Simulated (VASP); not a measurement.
# Y2Tl in VASP: relaxation of the atoms with PBE

Aim: the relaxation of the atoms of Y2Tl with PBE.

Everything below comes from runs of VASP 6.6.1. Logs are shortened: lines on timing, memory, paths and dates and some standing lists are left out, and cuts for length are marked.

## Step 1: The cell of the first run

The typed cell holds 6 atoms: a = 5.416 Å, b = 5.416 Å, c = 6.748 Å, α = 90.00°, β = 90.00°, γ = 120.00°.

## Step 2: Relaxation of the atoms, PBE

The input, INCAR:

```
PREC = Accurate
ENCUT = 520
EDIFF = 1E-7
ISMEAR = 1
SIGMA = 0.0805
LREAL = False
LASPH = True
NELM = 80
ALGO = Normal
ISIF = 2
LWAVE = False
LCHARG = False
GGA = PE
IBRION = 2
NSW = 100
EDIFFG = -0.01
KPAR = 4
```

The input, KPOINTS:

```
regular mesh
0
Gamma
  7 7 5
```

The input, POSCAR:

```
Y2Tl
1.0
    5.4164970000      0.0000000000      0.0000000000
   -2.7082480000      4.6908260000      0.0000000000
    0.0000000000      0.0000000000      6.7482600000
Y Tl
4 2
Direct
    0.3333000000      0.6667000000      0.7500000000
    0.6666000000      0.3333000000      0.2500000000
    0.0000000000      0.0000000000      0.0000000000
    0.0000000000      0.0000000000      0.5000000000
    0.3333000000      0.6667000000      0.2500000000
    0.6666000000      0.3333000000      0.7500000000
```

Potentials or basis: VASP PAW PBE potentials, release 64 (Y_sv, Tl_d).

The run is started by

```
cat potpaw_PBE.64/Y_sv/POTCAR potpaw_PBE.64/Tl_d/POTCAR > POTCAR
mpirun -np 4 vasp_std > vasp.out
```

OUTCAR:

```text
PREC = Accurate
   ENCUT = 520
   EDIFF = 1E-7
   ISMEAR = 1
   LREAL = False
   LASPH = True
   NELM = 80
   ISIF = 2
   GGA = PE
   IBRION = 2
   NSW = 100
   EDIFFG = -0.01

 ion  position               nearest neighbor table
   1  0.333  0.667  0.750-   6 3.13   6 3.13   6 3.13   5 3.37   5 3.37   3 3.55   4 3.55   4 3.55
                             3 3.55   4 3.55   3 3.55
   2  0.667  0.333  0.250-   5 3.13   5 3.13   5 3.13   6 3.37   6 3.37   3 3.55   4 3.55   3 3.55
                             4 3.55   3 3.55   4 3.55
   3  0.000  0.000  0.000-   4 3.37   4 3.37   5 3.55   1 3.55   2 3.55   6 3.55   6 3.55   2 3.55
                             1 3.55   5 3.55   1 3.55   5 3.55   2 3.55   6 3.55
   4  0.000  0.000  0.500-   3 3.37   3 3.37   5 3.55   1 3.55   2 3.55   6 3.55   6 3.55   2 3.55
                             1 3.55   5 3.55   1 3.55   5 3.55   2 3.55   6 3.55
   5  0.333  0.667  0.250-   2 3.13   2 3.13   2 3.13   1 3.37   1 3.37   3 3.55   4 3.55   4 3.55
                             3 3.55   4 3.55   3 3.55
   6  0.667  0.333  0.750-   1 3.13   1 3.13   1 3.13   2 3.37   2 3.37   3 3.55   4 3.55   3 3.55
                             4 3.55   3 3.55   4 3.55

  LATTYP: Found a hexagonal cell.
 ALAT       =     5.4164970000
 C/A-ratio  =     1.2458716399

  Lattice vectors:

 A1 = (   5.4164970000,   0.0000000000,   0.0000000000)
 A2 = (  -2.7082480000,   4.6908260000,   0.0000000000)
 A3 = (   0.0000000000,   0.0000000000,   6.7482600000)

Analysis of symmetry for initial positions (statically):
=====================================================================
 Subroutine PRICEL returns:
 Original cell was already a primitive cell.

 Routine SETGRP: Setting up the symmetry group for a
 hexagonal supercell.

 Subroutine GETGRP returns: Found  4 space group operations
 (whereof  2 operations were pure point group operations)
 out of a pool of 24 trial point group operations.

The static configuration has the point symmetry C_2 .
 The point group associated with its full space group is C_2v.

Analysis of symmetry for dynamics (positions and initial velocities):
=====================================================================
 Subroutine PRICEL returns:
 Original cell was already a primitive cell.

 Routine SETGRP: Setting up the symmetry group for a
 hexagonal supercell.

 Subroutine GETGRP returns: Found  4 space group operations
 (whereof  2 operations were pure point group operations)
 out of a pool of 24 trial point group operations.

The dynamic configuration has the point symmetry C_2 .
 The point group associated with its full space group is C_2v.

 Subroutine INISYM returns: Found  4 space group operations
 (whereof  2 operations are pure point group operations),
 and found     1 'primitive' translations

----------------------------------------------------------------------------------------

                                     Primitive cell

  volume of cell :     171.4587

  direct lattice vectors                    reciprocal lattice vectors
     5.416497000  0.000000000  0.000000000     0.184621168  0.106591016  0.000000000
    -2.708248000  4.690826000  0.000000000     0.000000000  0.213182071  0.000000000
     0.000000000  0.000000000  6.748260000     0.000000000  0.000000000  0.148186347

  length of vectors
     5.416497000  5.416498481  6.748260000     0.213182129  0.213182071  0.148186347

  position of ions in fractional coordinates (direct lattice)
     0.333300000  0.666700000  0.750000000
     0.666600000  0.333300000  0.250000000
     0.000000000  0.000000000  0.000000000
     0.000000000  0.000000000  0.500000000
     0.333300000  0.666700000  0.250000000
     0.666600000  0.333300000  0.750000000

  ion indices of the primitive-cell ions
   primitive index   ion index
                 1           1
                 2           2
                 3           3
                 4           4
                 5           5
                 6           6

----------------------------------------------------------------------------------------

 KPOINTS: regular mesh

Automatic generation of k-mesh.
 Grid dimensions read from file:
 generate k-points for:    7    7    5

 Generating k-lattice:

  Cartesian coordinates                     Fractional coordinates (reciprocal lattice)
     0.026374453  0.015227288  0.000000000     0.142857143  0.000000000  0.000000000
     0.000000000  0.030454582  0.000000000     0.000000000  0.142857143  0.000000000
     0.000000000  0.000000000  0.029637269     0.000000000  0.000000000  0.200000000

  Length of vectors
     0.030454590  0.030454582  0.029637269

  Shift w.r.t. Gamma in fractional coordinates (k-lattice)
     0.000000000  0.000000000  0.000000000

 Subroutine IBZKPT returns following result:
 ===========================================

 Found     48 irreducible k-points:

 Following reciprocal coordinates:
            Coordinates               Weight
  0.000000  0.000000  0.000000      1.000000
  0.142857 -0.000000  0.000000      4.000000
  0.000000  0.142857  0.000000      2.000000
  0.285714  0.000000  0.000000      4.000000
  0.000000  0.285714  0.000000      2.000000
  0.428571  0.000000  0.000000      4.000000
[... 16 lines left out ...]
  0.000000  0.428571  0.200000      4.000000
  0.142857  0.142857  0.200000      8.000000
 [... further k-points ...]
   k-points           NKPTS =     48   k-points in BZ     NKDIM =     48   number of bands    NBANDS=     42
   number of dos      NEDOS =    301   number of ions     NIONS =      6
   total plane-waves  NPLWV =  80000
   dimension x,y,z NGX =    40 NGY =   40 NGZ =   50
   dimension x,y,z NGXF=    80 NGYF=   80 NGZF=  100
   ions per type =               4   2
   NGX,Y,Z   is equivalent  to a cutoff of  12.28, 12.28, 12.32 a.u.
   NGXF,Y,Z  is equivalent  to a cutoff of  24.55, 24.55, 24.64 a.u.
 SYSTEM =  unknown system
   PREC   = accura    normal or accurate (medium, high low for compatibility)
   ISTART =      0    job   : 0-new  1-cont  2-samecut
   ICHARG =      2    charge: 1-file 2-atom 10-const
   ISPIN  =      1    spin polarized calculation?
   LNONCOLLINEAR =      F non collinear calculations
   LSORBIT =      F    spin-orbit coupling
   LASPH  =      T    aspherical Exc in radial PAW
   ENCUT  =  520.0 eV  38.22 Ry    6.18 a.u.  10.07 10.07 12.55*2*pi/ulx,y,z
   NELM   =     80;   NELMIN=  2; NELMDL= -5     # of ELM steps
   EDIFF  = 0.1E-06   stopping-criterion for ELM
   LREAL  =      F    real-space projection
   EDIFFG = -.1E-01   stopping-criterion for IOM
   NSW    =    100    number of steps for IOM
   IBRION =      2    ionic relax: 0-MD 1-quasi-New 2-CG
   NFREE  =      1    steps in history (QN), initial steepest desc. (CG)
   ISIF   =      2    stress and relaxation
   ISYM   =      2    0-nonsym 1-usesym 2-fastsym
   POTIM  = 0.5000    time-step for ionic-motion
   TEBEG  =    0.0;   TEEND  =   0.0 temperature during run
   PSTRESS=    0.0 pullay stress
   NELECT =      70.0000    total number of electrons
   NUPDOWN=      -1.0000    fix difference up-down
   EMIN   =  10.00;   EMAX   =-10.00  energy-range for DOS
   EFERMI =   0.00;   METHOD = LEGACY
   ISMEAR =     1;   SIGMA  =   0.08  broadening in eV -4-tet -1-fermi 0-gaus
   EFERMI_NEDOS =   21; number of points for ismear=-14 and -15
   IALGO  =     38    algorithm
   IMIX   =      4    mixing-type and parameters
     AMIX     =   0.40;   BMIX     =  1.00
     AMIX_MAG =   1.60;   BMIX_MAG =  1.00
  volume/ion in A,a.u.               =      28.58       192.84
  Fermi-wavevector in a.u.,A,eV,Ry     =   1.214472  2.295020 20.067819  1.474943
  Thomas-Fermi vector in A             =   2.349891
   LORBIT       =      0    0 simple, 1 ext, 2 COOP (PROOUT), +10 PAW based schemes
   GGA     = PE    functional components
   LHFCALC =     F    Hartree Fock is set to
   AEXX    =    0.0000 exact exchange contribution
   IVDW    =     0    specifies the selected vdW correction
   LEPSILON=     F    determine dielectric tensor
   LRPA    =     F    only Hartree local field effects (RPA)
 conjugate gradient relaxation of ions
 non-spin polarized calculation
 Methfessel and Paxton  Order N= 1 SIGMA  =   0.08
  energy-cutoff  :      520.00
  volume of cell :      171.46
 maximum number of plane-waves:      4652
   NGX = 21   NGY = 21   NGZ = 25

 number of electron      70.0000002 magnetization

 Free energy of the ion-electron system (eV)
  ---------------------------------------------------
  ext. energy  EPLUGINS =         0.00000000
  ---------------------------------------------------
  free energy    TOTEN  =       -31.96701762 eV

  energy without entropy =      -31.96738506  energy(sigma->0) =      -31.96714010

 E-fermi :   4.9191     XC(G=0): -10.0662

 val. band max:        4.9045804111   @ k =   0.2857   0.2857   0.0000
 cond. band min:       4.9515193114   @ k =   0.2857   0.2857   0.0000
 fundamental gap:      0.0469389003
 Fermi energy:         4.9191045407

 k-point     1 :       0.0000    0.0000    0.0000
  band No.  band energies     occupation
      1     -38.1569      2.00000
      2     -38.1421      2.00000
      3     -38.0423      2.00000
      4     -38.0105      2.00000
      5     -18.2747      2.00000
      6     -18.2746      2.00000
[... 34 lines left out ...]
     41       6.9311      0.00000
     42       7.0635      0.00000

 k-point     2 :       0.1429   -0.0000    0.0000
  band No.  band energies     occupation
      1     -38.1549      2.00000
      2     -38.1422      2.00000
      3     -38.0442      2.00000
      4     -38.0105      2.00000
      5     -18.3048      2.00000
      6     -18.2839      2.00000
[... 34 lines left out ...]
     41       7.0596      0.00000
     42       7.4788      0.00000

 k-point     3 :       0.0000    0.1429    0.0000
  band No.  band energies     occupation
      1     -38.1549      2.00000
      2     -38.1422      2.00000
      3     -38.0442      2.00000
      4     -38.0105      2.00000
      5     -18.3048      2.00000
      6     -18.2839      2.00000
[... 34 lines left out ...]
     41       7.0596      0.00000
     42       7.5048      0.00000

 k-point     4 :       0.2857    0.0000    0.0000
  band No.  band energies     occupation
      1     -38.1500      2.00000
      2     -38.1424      2.00000
      3     -38.0488      2.00000
      4     -38.0104      2.00000
      5     -18.3520      2.00000
      6     -18.3019      2.00000
[... 844 lines left out ...]
     41       6.4100     -0.00000
     42       6.7030      0.00000

 k-point    23 :       0.0000    0.4286    0.2000
  band No.  band energies     occupation
      1     -38.1450      2.00000
      2     -38.1431      2.00000
      3     -38.0489      2.00000
      4     -38.0145      2.00000
      5     -18.3456      2.00000
      6     -18.3031      2.00000
[... 34 lines left out ...]
     41       6.4102     -0.00000
     42       6.7030      0.00000

 k-point    24 :       0.1429    0.1429    0.2000
  band No.  band energies     occupation
      1     -38.1503      2.00000
      2     -38.1430      2.00000
      3     -38.0442      2.00000
      4     -38.0142      2.00000
      5     -18.3132      2.00000
      6     -18.2717      2.00000
[... 34 lines left out ...]
     41       6.7645      0.00000
     42       7.0043      0.00000

 [... further k-points ...]
[... 5 lines left out ...]
  --------------------------------------------------------------------------------------
  -------------------------------------------------------------------------------------
  Total        0.2313968      0.2342373     -0.0820202      0.0000000      0.0000000      0.0000000
  in kB        2.1622621      2.1888046     -0.7664287      0.0000002      0.0000000      0.0000000
  external PRESSURE =       1.1948794 kB  Pullay stress =       0.0000000 kB

 VOLUME and BASIS-vectors are now :
 -----------------------------------------------------------------------------
  energy-cutoff  :      520.00
  volume of cell :      171.46
      direct lattice vectors                 reciprocal lattice vectors
     5.416497000  0.000000000  0.000000000     0.184621168  0.106591016  0.000000000
    -2.708248000  4.690826000  0.000000000     0.000000000  0.213182071  0.000000000
     0.000000000  0.000000000  6.748260000     0.000000000  0.000000000  0.148186347

 POSITION                                       TOTAL-FORCE (eV/Angst)
 -----------------------------------------------------------------------------------
     -0.00027      3.12737      5.06119         0.000633     -0.001191      0.000000
      2.70798      1.56345      1.68707         0.000633      0.001191      0.000000
      0.00000      0.00000      0.00000        -0.000964      0.000000      0.000000
      0.00000      0.00000      3.37413        -0.000964      0.000000      0.000000
     -0.00027      3.12737      1.68707         0.000331     -0.001154     -0.000000
      2.70798      1.56345      5.06119         0.000331      0.001154      0.000000
 -----------------------------------------------------------------------------------
    total drift:                                0.000007     -0.000000      0.000000

  FREE ENERGIE OF THE ION-ELECTRON SYSTEM (eV)
  ---------------------------------------------------
  free  energy   TOTEN  =       -31.9670176190 eV

  energy  without entropy=      -31.9673850625  energy(sigma->0) =      -31.96714010

 reached required accuracy - stopping structural energy minimisation
```

Run time: 2.7 min. Hardware: 4 MPI ranks of Intel Xeon Platinum 8259CL at 2.50GHz (Skylake/Cascade Lake), shared host; peak memory 0.47 GiB.

What came out:

```
Free energy             : -31.9670 eV
Pressure after relaxing : 0.1 GPa
Band gap on the k mesh  : zero (bands 35 and 36 overlap by 0.52 eV)
```

Final structure:
```
Y Tl
1.0
     5.41650    0.00000    0.00000
    -2.70825    4.69083    0.00000
     0.00000    0.00000    6.74826
Y Tl
4 2
Direct
  0.33330 0.66670 0.75000
  0.66660 0.33330 0.25000
  0.00000 0.00000 0.00000
  0.00000 0.00000 0.50000
  0.33330 0.66670 0.25000
  0.66660 0.33330 0.75000
```

Caveat: spin-orbit coupling is left out, which moves the levels of the heavy elements.

The gap in the log of VASP goes by the Fermi energy; the results here count the filled bands.